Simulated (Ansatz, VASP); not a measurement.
## Hf3SnS8: VASP beside Ansatz

```
CELL_PARAMETERS angstrom
3.66394 0.00000 0.00000
-1.83197 3.17306 0.00000
0.00000 0.00000 27.47231
ATOMIC_POSITIONS crystal
Hf 0.00000 0.00000 0.25169
Hf 0.00000 0.00000 0.50000
Hf 0.00000 0.00000 0.74831
Sn 0.00000 0.00000 0.00000
S 0.33333 0.66667 0.05428
S 0.33333 0.66667 0.30414
S 0.33333 0.66667 0.55245
S 0.33333 0.66667 0.80076
S 0.66667 0.33333 0.19924
S 0.66667 0.33333 0.44755
S 0.66667 0.33333 0.69586
S 0.66667 0.33333 0.94572
```

Alike in both runs: functional PBE; k mesh 12 × 12 × 1; occupations gaussian, width 0.02 eV; no spin polarisation.

Ansatz relaxed the structure, and its values are those at the end. VASP's run is a single point on that final structure, the one shown.

|  | VASP | Ansatz |
| --- | --- | --- |
| version | VASP 6.6.1 | Ansatz 0.2.0 |
| potentials or method | VASP PAW PBE potentials, release 64 (Hf_pv, Sn_d, S), cutoff 520 eV | scalar-relativistic, plane waves, PAW |
| valence electrons in the cell | 92 | 140 |

```csv
,VASP,Ansatz,Ansatz less VASP
gap on the k mesh at the Fermi level (eV),1.22,1.20,-0.022
least direct gap on the mesh (eV),1.79,1.80,+0.002
pressure (GPa),-0.4,0.0,+0.40
rms of the force components (eV/Å),0.027,0.001,-0.0260
```

VASP's potentials hold 92 valence electrons a cell and Ansatz's 140, so a difference there can come from the potentials and not from the codes.

Spin-orbit coupling is off throughout.
